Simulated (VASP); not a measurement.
Here is a VASP 6.6.1 calculation.

The input INCAR:

```
SYSTEM = CuNi2
PREC = Accurate
ENCUT = 600
EDIFF = 1E-6
ISMEAR = 0
SIGMA = 0.1
LREAL = .False.
LASPH = .True.
NELM = 100
ALGO = Fast
ISIF = 3
LWAVE = .False.
LCHARG = .False.
GGA = PE
IBRION = 2
NSW = 90
EDIFFG = -0.04
```

KPOINTS

```
Automatic mesh
0
Gamma
  6 6 6
  0 0 0
```

Contents of POSCAR:

```
CuNi2
1.0
    0.0000000000      3.1917148229      3.1917148229
    3.1917148229      0.0000000000      3.1917148229
    3.1917148229      3.1917148229      0.0000000000
Cu Ni
2 4
Direct
    0.0000000000      0.0000000000      0.0000000000
    0.2500000000      0.2500000000      0.2500000000
    0.6250000000      0.6250000000      0.6250000000
    0.1250000000      0.6250000000      0.6250000000
    0.6250000000      0.6250000000      0.1250000000
    0.6250000000      0.1250000000      0.6250000000
```

Potentials or basis: VASP PAW PBE potentials, release 64 (Cu, Ni).

Launch:

```sh
$ cat potpaw_PBE.64/Cu/POTCAR potpaw_PBE.64/Ni/POTCAR > POTCAR
$ mpirun -np 1 vasp_std > vasp.out
```

Estimate the relaxed volume.

11.71 Å³/atom.

What does it give for the relaxed cell?

a = 4.632 Å, b = 4.632 Å, c = 4.632 Å, α = 60.00°, β = 60.00°, γ = 60.00°.

Estimate the space group after relaxing (to 0.1 Å).

Fd-3m (No. 227).

Final structure:
```yaml
crystal:
  lattice:
    - [0.00000, 3.27536, 3.27536]
    - [3.27536, 0.00000, 3.27536]
    - [3.27536, 3.27536, 0.00000]
  atoms:
    - { symbol: Cu, position: [0.00000, 0.00000, 0.00000] }
    - { symbol: Cu, position: [0.25000, 0.25000, 0.25000] }
    - { symbol: Ni, position: [0.62500, 0.62500, 0.62500] }
    - { symbol: Ni, position: [0.12500, 0.62500, 0.62500] }
    - { symbol: Ni, position: [0.62500, 0.62500, 0.12500] }
    - { symbol: Ni, position: [0.62500, 0.12500, 0.62500] }
```

Spin polarisation is off, so any magnetic state and its effect on volume and gap are missing.
